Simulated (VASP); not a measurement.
# MnAs (P6_3/mmc) in VASP: a series of runs, part 2 of 2

VASP 6.6.1.

## (3) Single point, PBEsol, collinear spin, ferromagnetic start

This run uses another cell than the first one, of 17.30 Å³/atom.

Contents of INCAR:

```
SYSTEM = MnAs
ALGO     = Normal         ! electronic algorithm
EDIFF    = 1E-6           ! SCF threshold, eV
ENCUT    = 520            ! plane-wave cutoff, eV
GGA      = PS             ! functional
ISIF     = 2              ! what is computed and relaxed
ISMEAR   = -1             ! smearing method
ISPIN    = 2              ! spin polarisation
LASPH    = .True.         ! aspherical terms in the spheres
LCHARG   = .False.        ! write CHGCAR
LMAXMIX  = 4              ! l up to which the mixer works
LORBIT   = 11             ! projections on sites
LREAL    = .False.        ! projectors in reciprocal space
LWAVE    = .False.        ! write WAVECAR
MAGMOM   = 0 0 4 4        ! initial moments
NBANDS   = 30             ! bands
NELM     = 150            ! most SCF steps
PREC     = Accurate       ! precision mode
SIGMA    = 0.05           ! smearing width, eV
```

Contents of KPOINTS:

```
k-points
0
Gamma
  8 8 5
  0 0 0
```

Contents of POSCAR:

```
MnAs
1.0
    3.7345702525      0.0000000000      0.0000000000
   -1.8672851262      3.2342327108      0.0000000000
    0.0000000000      0.0000000000      5.7286898401
As Mn
2 2
Direct
    0.6666666667      0.3333333333      0.7500000000
    0.3333333333      0.6666666667      0.2500000000
    0.0000000000      0.0000000000      0.5000000000
    0.0000000000      0.0000000000      0.0000000000
```

Potentials or basis: VASP PAW PBE potentials, release 64 (As, Mn_pv).

Command:

```
> cat potpaw_PBE.64/As/POTCAR potpaw_PBE.64/Mn_pv/POTCAR > POTCAR
> mpirun -np 1 vasp_std > vasp.out
```

OUTCAR:

```text
SYSTEM = MnAs
   EDIFF = 1E-6
   ENCUT = 520
   GGA = PS
   ISIF = 2
   ISMEAR = -1
   ISPIN = 2
   LASPH = .True.
   LORBIT = 11
   LREAL = .False.
   NELM = 150
   PREC = Accurate

 ion  position               nearest neighbor table
   1  0.667  0.333  0.750-   3 2.59   4 2.59   3 2.59   4 2.59   3 2.59   4 2.59
   2  0.333  0.667  0.250-   3 2.59   4 2.59   3 2.59   4 2.59   3 2.59   4 2.59
   3  0.000  0.000  0.500-   1 2.59   2 2.59   2 2.59   1 2.59   1 2.59   2 2.59   4 2.86   4 2.86

   4  0.000  0.000  0.000-   1 2.59   2 2.59   2 2.59   1 2.59   1 2.59   2 2.59   3 2.86   3 2.86

  LATTYP: Found a hexagonal cell.
 ALAT       =     3.7345702525
 C/A-ratio  =     1.5339622641

  Lattice vectors:

 A1 = (   3.7345702525,   0.0000000000,   0.0000000000)
 A2 = (  -1.8672851262,   3.2342327108,   0.0000000000)
 A3 = (   0.0000000000,   0.0000000000,   5.7286898401)

Analysis of symmetry for initial positions (statically):
=====================================================================
 Subroutine PRICEL returns:
 Original cell was already a primitive cell.

 Routine SETGRP: Setting up the symmetry group for a
 hexagonal supercell.

 Subroutine GETGRP returns: Found 24 space group operations
 (whereof 12 operations were pure point group operations)
 out of a pool of 24 trial point group operations.

The static configuration has the point symmetry D_3d.
 The point group associated with its full space group is D_6h.

Analysis of symmetry for dynamics (positions and initial velocities):
=====================================================================
 Subroutine PRICEL returns:
 Original cell was already a primitive cell.

 Routine SETGRP: Setting up the symmetry group for a
 hexagonal supercell.

 Subroutine GETGRP returns: Found 24 space group operations
 (whereof 12 operations were pure point group operations)
 out of a pool of 24 trial point group operations.

The dynamic configuration has the point symmetry D_3d.
 The point group associated with its full space group is D_6h.

Analysis of structural, dynamic, and magnetic symmetry:
[... 168 lines left out ...]
 fundamental gap:      0.0186772145
 Fermi energy:         6.4504017546

 spin component 1

 k-point     1 :       0.0000    0.0000    0.0000
  band No.  band energies     occupation
      1     -43.3467      1.00000
      2     -43.3467      1.00000
      3     -43.3379      1.00000
      4     -43.3379      1.00000
      5     -43.1612      1.00000
      6     -43.0703      1.00000
[... 781 lines left out ...]
     29      15.2999      0.00000
     30      17.1214      0.00000

 [... further k-points ...]

 spin component 2

 k-point     1 :       0.0000    0.0000    0.0000
  band No.  band energies     occupation
      1     -39.9039      1.00000
      2     -39.9039      1.00000
      3     -39.8959      1.00000
      4     -39.8933      1.00000
      5     -39.8933      1.00000
      6     -39.7894      1.00000
[... 781 lines left out ...]
     29      15.8887      0.00000
     30      17.6704      0.00000

 [... further k-points ...]

------------------------ aborting loop because EDIFF is reached ----------------------------------------

  FORCE on cell =-STRESS in cart. coord.  units (eV):
  Direction    XX          YY          ZZ          XY          YZ          ZX
  --------------------------------------------------------------------------------------
  -------------------------------------------------------------------------------------
  Total       -3.6647399     -3.6647399     -4.8954109     -0.0000000     -0.0000000      0.0000000
  in kB      -84.8567772    -84.8567772   -113.3528712     -0.0000000     -0.0000000      0.0000000
  external PRESSURE =     -94.3554752 kB  Pullay stress =       0.0000000 kB

 VOLUME and BASIS-vectors are now :
 -----------------------------------------------------------------------------
  energy-cutoff  :      520.00
  volume of cell :       69.19
      direct lattice vectors                 reciprocal lattice vectors
     3.734570253  0.000000000  0.000000000     0.267768426  0.154596173  0.000000000
    -1.867285126  3.234232711  0.000000000     0.000000000  0.309192346  0.000000000
     0.000000000  0.000000000  5.728689840     0.000000000  0.000000000  0.174559983

 POSITION                                       TOTAL-FORCE (eV/Angst)
 -----------------------------------------------------------------------------------
      1.86729      1.07808      4.29652        -0.000000      0.000000      0.000000
     -0.00000      2.15616      1.43217         0.000000     -0.000000      0.000000
      0.00000      0.00000      2.86434         0.000000      0.000000      0.000000
      0.00000      0.00000      0.00000        -0.000000      0.000000      0.000000
 -----------------------------------------------------------------------------------
    total drift:                               -0.000000      0.000000      0.000000

  FREE ENERGIE OF THE ION-ELECTRON SYSTEM (eV)
  ---------------------------------------------------
  free  energy   TOTEN  =       -30.1806581244 eV

  energy  without entropy=      -30.1585606449  energy(sigma->0) =      -30.16960938

 total charge

# of ion       s       p       d       tot
------------------------------------------
    1        1.230   1.492   0.047   2.768
    2        1.230   1.492   0.047   2.768
    3        0.279   6.234   5.043  11.556
    4        0.279   6.234   5.043  11.556
--------------------------------------------------
tot          3.018  15.452  10.179  28.648

 magnetization (x)

# of ion       s       p       d       tot
------------------------------------------
    1        0.011  -0.140   0.008  -0.122
    2        0.011  -0.140   0.008  -0.122
    3        0.035   0.024   3.174   3.232
    4        0.035   0.024   3.174   3.232
--------------------------------------------------
tot          0.092  -0.233   6.363   6.222
```

OSZICAR:

```text
N       E                     dE             d eps       ncg     rms          rms(c)
DAV:   1     0.340686689564E+03    0.34069E+03   -0.19503E+04  3768   0.129E+03
DAV:   2    -0.130886052289E+02   -0.35378E+03   -0.33700E+03  3660   0.372E+02
DAV:   3    -0.328190726969E+02   -0.19730E+02   -0.19243E+02  4178   0.956E+01
DAV:   4    -0.331817617303E+02   -0.36269E+00   -0.36176E+00  3992   0.124E+01
DAV:   5    -0.331860520785E+02   -0.42903E-02   -0.42900E-02  4078   0.154E+00    0.182E+01
DAV:   6    -0.338995085732E+02   -0.71346E+00   -0.26143E+01  3908   0.547E+01    0.222E+01
DAV:   7    -0.301232110162E+02    0.37763E+01   -0.12966E+01  3924   0.393E+01    0.583E+00
DAV:   8    -0.301836051403E+02   -0.60394E-01   -0.69619E-01  3876   0.502E+00    0.286E+00
DAV:   9    -0.301769914778E+02    0.66137E-02   -0.12430E-01  3980   0.282E+00    0.140E+00
DAV:  10    -0.301782017883E+02   -0.12103E-02   -0.17877E-02  4004   0.848E-01    0.744E-01
DAV:  11    -0.301805523246E+02   -0.23505E-02   -0.63090E-03  3854   0.676E-01    0.187E-01
DAV:  12    -0.301806481695E+02   -0.95845E-04   -0.72882E-04  4090   0.184E-01    0.510E-02
DAV:  13    -0.301806578234E+02   -0.96539E-05   -0.43649E-05  3838   0.395E-02    0.210E-02
DAV:  14    -0.301806589091E+02   -0.10857E-05   -0.62025E-06  3878   0.189E-02    0.748E-03
DAV:  15    -0.301806581244E+02    0.78477E-06   -0.90065E-07  2480   0.754E-03
   1 F= -.30180658E+02 E0= -.30169609E+02  d E =-.220975E-01  mag=     6.3671
```

stdout:

```text
POSCAR found type information on POSCAR AsMn
 POSCAR found :  2 types and       4 ions
 scaLAPACK will be used
 -----------------------------------------------------------------------------
|                                                                             |
|                                                                             |
|     You enforced a specific xc type in the INCAR file but a different       |
|     I HOPE YOU KNOW WHAT YOU ARE DOING!                                     |
|                                                                             |
 -----------------------------------------------------------------------------

 LDA part: xc-table for (Slater+PW92), standard interpolation
 POSCAR, INCAR and KPOINTS ok, starting setup
 FFT: planning ... GRIDC
 FFT: planning ... GRID_SOFT
 FFT: planning ... GRID
 WAVECAR not read
 entering main loop
```

Wall time 92 s (1 thread of Intel Xeon Platinum 8375C at 2.90GHz (Ice Lake), shared host); peak memory 0.27 GiB.

What came out:

```
Free energy                                           : -30.1807 eV
Pressure                                              : -9.4 GPa
Net moment                                            : 6.37 μB per cell
Site moments                                          : As -0.12; Mn +3.23 μB
Valence electrons inside the program's atomic spheres : As 2.77; Mn 11.56
```

Levels at points of the mesh, in eV from the Fermi level:
Spin up:
```
           k point  band 18  band 19  band 20  band 21  band 22  band 23  band 24  band 25
(0.00, 0.00, 0.00)    -1.85    -0.52     0.55     0.55     1.46     2.77     2.77     3.71
(0.50, 0.00, 0.00)    -2.09    -2.05    -1.89    -1.63    -0.64     0.99     3.06     4.62
```
Spin down:
```
           k point  band 12  band 13  band 14  band 15  band 16  band 17  band 18  band 19
(0.00, 0.00, 0.00)    -1.06    -0.10    -0.10     0.06     0.06     0.54     0.54     1.26
(0.50, 0.00, 0.00)    -3.03    -2.60    -1.97    -1.24     0.70     0.75     0.80     0.84
```

Caveat: the cell stands under tension; the PAW data sets were made with another functional, which shifts forces and pressure a little; the run started ferromagnetic, and an antiferromagnetic order may lie lower in energy.
